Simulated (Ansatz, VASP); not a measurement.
# GaGe3 in VASP and in Ansatz

File INCAR:

```
SYSTEM = GaGe3
ALGO     = Normal         ! electronic algorithm
EDIFF    = 1E-6           ! SCF threshold, eV
ENCUT    = 520            ! plane-wave cutoff, eV
GGA      = PE             ! functional
ISIF     = 2              ! what is computed and relaxed
ISMEAR   = -1             ! smearing method
LASPH    = .True.         ! aspherical terms in the spheres
LCHARG   = .False.        ! write CHGCAR
LREAL    = .False.        ! projectors in reciprocal space
LWAVE    = .False.        ! write WAVECAR
NBANDS   = 36             ! bands
NELM     = 80             ! most SCF steps
PREC     = Accurate       ! precision mode
SIGMA    = 0.05           ! smearing width, eV
```

KPOINTS

```
k-points
0
Gamma
  4 4 4
  0 0 0
```

The input POSCAR:

```
GaGe3
1.0
    0.0000000000      3.3871670000      3.3871670000
    3.3871670000      0.0000000000      3.3871670000
    3.3871670000      3.3871670000      0.0000000000
Ge Ga
3 1
Direct
    0.5000000000      0.5000000000      0.5000000000
    0.7500000000      0.7500000000      0.7500000000
    0.2500000000      0.2500000000      0.2500000000
    0.0000000000      0.0000000000      0.0000000000
```

Contents of input.yaml:

```yaml
crystal:
  lattice:
    - [0.0, 3.387167, 3.387167]
    - [3.387167, 0.0, 3.387167]
    - [3.387167, 3.387167, 0.0]
  atoms:
    - { symbol: Ge, position: [0.5, 0.5, 0.5] }
    - { symbol: Ge, position: [0.75, 0.75, 0.75] }
    - { symbol: Ge, position: [0.25, 0.25, 0.25] }
    - { symbol: Ga, position: [0.0, 0.0, 0.0] }
hamiltonian:
  xc: pbe
  pseudopotentials: { kind: paw }
kpoints:
  mp_grid: { grid: [4, 4, 4] }
scf:
  occupations: { method: fermi_dirac, width: 0.05 }
output:
  forces: true
  stress: true
  eigenvalues: true
```

Alike in both runs: task single point; functional PBE; k mesh 4 × 4 × 4; occupations fermi-dirac, width 0.05 eV; no spin polarisation.

|  | VASP | Ansatz |
| --- | --- | --- |
| version | VASP 6.6.1 | Ansatz 0.2.0 |
| potentials or method | VASP PAW PBE potentials, release 64 (Ge_d, Ga_d) | Ansatz PAW |
| plane-wave cutoff (eV) | 520 | 420 |
| valence electrons in the cell | 55 | 55 |

VASP gave:

```
gap on the k mesh at the Fermi level (eV) : none
pressure (GPa)                            : 0.4
```

Q: Which values does Ansatz return?

A: gap on the k mesh at the Fermi level (eV): none; pressure (GPa): 0.3.

A gap of «none» marks a metal or a gap that the smearing closes. With one functional, cell and mesh, what is left measures potentials, basis and numerics.

The k mesh is coarse, so the values compare programs but aren't converged.
